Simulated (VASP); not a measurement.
Write the native input for VASP 6.6.1 that does the following.

| Item | Value |
| --- | --- |
| Task | single point |
| Functional | PBE |
| Potentials or basis | VASP PAW PBE potentials, release 64 (Re_sv_GW, P) |
| Cutoff | 410 eV |
| k mesh | 14 × 14 × 8 |
| Occupations | gaussian, width 0.1 eV |
| Spin | no spin polarisation |
| Dipole correction | no |
| k mesh for the DOS | 21 × 21 × 12 |
| Occupations for the DOS | tetrahedron |
| Further INCAR settings | ALGO = Normal; EDIFF = 1e-06 |

ReP2:

```
Re P
1.0
     3.06481    0.00000    0.00000
     0.00000    3.06481    0.00000
     0.00000    0.00000    5.47692
Re P
1 2
Direct
  0.00000 0.00000 0.00000
  0.50000 0.00000 0.31360
  0.00000 0.50000 0.68640
```

These files were run (other wordings do the same):

POSCAR

```
ReP2
1.0
    3.0648105658      0.0000000000      0.0000000000
    0.0000000000      3.0648105658      0.0000000000
    0.0000000000      0.0000000000      5.4769166691
Re P
1 2
Direct
    0.0000000000      0.0000000000      0.0000000000
    0.5000000000      0.0000000000      0.3136019040
    0.0000000000      0.5000000000      0.6863980960
```

INCAR.step1

```
PREC = Accurate ; ENCUT = 410
EDIFF = 1E-6 ; ISMEAR = 0
SIGMA = 0.1 ; LREAL = False
LASPH = True ; NELM = 120
ALGO = Normal ; ISIF = 2
LWAVE = False ; LCHARG = True
LMAXMIX = 4 ; GGA = PE
NBANDS = 20 ; GGA_COMPAT = False
NEDOS = 2001 ; LORBIT = 11
```

KPOINTS.step1

```
Automatic mesh
0
Gamma
  14 14 8
```

INCAR.step2

```
PREC = Accurate ; ENCUT = 410
EDIFF = 1E-6 ; ISMEAR = -5
SIGMA = 0.1 ; LREAL = False
LASPH = True ; NELM = 120
ALGO = Normal ; ISIF = 2
LWAVE = False ; LCHARG = False
LMAXMIX = 4 ; GGA = PE
LORBIT = 11 ; NEDOS = 2001
ICHARG = 11 ; GGA_COMPAT = False
```

KPOINTS.step2

```
Automatic mesh
0
Gamma
  21 21 12
```

Potentials or basis: VASP PAW PBE potentials, release 64 (Re_sv_GW, P).

Run with:

```console
$ cat potpaw_PBE.64/Re_sv_GW/POTCAR potpaw_PBE.64/P/POTCAR > POTCAR
$ cp INCAR.step1 INCAR
$ cp KPOINTS.step1 KPOINTS
$ mpirun -np 1 vasp_std > vasp.out
$ cp INCAR.step2 INCAR
$ cp KPOINTS.step2 KPOINTS
$ mpirun -np 1 vasp_std > vasp.out
```

It gave:

```json
{
 "Valence electrons inside the program's atomic spheres": "Re 14.58; P 2.43"
}
```

Wall time 2.4 min on 1 thread of Intel(R) Xeon(R) Platinum 8375C CPU @ 2.90GHz (Ice Lake), with other jobs on the host, peak memory 0.39 GiB.
